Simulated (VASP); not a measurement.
Write the native input for VASP 6.6.1 that does the following.

| Property | Result |
| --- | --- |
| Task | single point |
| Functional | LDA |
| Potentials or basis | VASP PAW LDA potentials, release 64 (N) |
| Cutoff | 520 eV |
| k mesh | 15 × 15 × 8 |
| Occupations | gaussian, width 0.15 eV |
| Spin | no spin polarisation |
| Dipole correction | no |
| Further INCAR settings | ALGO = Normal; EDIFF = 1e-06; NBANDS = 12 |

The structure of N lies in POSCAR:

```
N
1.0
    3.9193217816      0.0000000000      0.0000000000
   -1.9596608908      3.3942322285      0.0000000000
    0.0000000000      0.0000000000      5.8900000000
N
2
Direct
    0.3333333333      0.6666666667      0.2500000000
    0.6666666667      0.3333333333      0.7500000000
```

This cell differs from its parent crystal: strain +0.080 along x and y, +0.000 along z.

These files were run (other wordings do the same):

INCAR

```
SYSTEM = N
ALGO = Normal
EDIFF = 1E-6
ENCUT = 520
ISIF = 2
ISMEAR = 0
LASPH = .TRUE.
LCHARG = .FALSE.
LREAL = .FALSE.
LWAVE = .FALSE.
NBANDS = 12
NELM = 80
PREC = Accurate
SIGMA = 0.15
```

KPOINTS

```
k-points
0
G
  15 15 8
  0 0 0
```

Potentials or basis: VASP PAW LDA potentials, release 64 (N).

Run with:

```console
$ cat potpaw_LDA.64/N/POTCAR > POTCAR
$ mpirun -np 1 vasp_std > vasp.out
```

It gave:

* Pressure: -5.9 GPa
* Band gap on the k mesh: zero (bands 5 and 6 overlap by 0.47 eV)

Caveat: the cell differs from its parent crystal (strain +0.080 along x and y, +0.000 along z); the cell stands under tension.

It took 100 s on 1 thread of AMD EPYC 7R13, with other jobs on the host, peak memory 0.19 GiB.
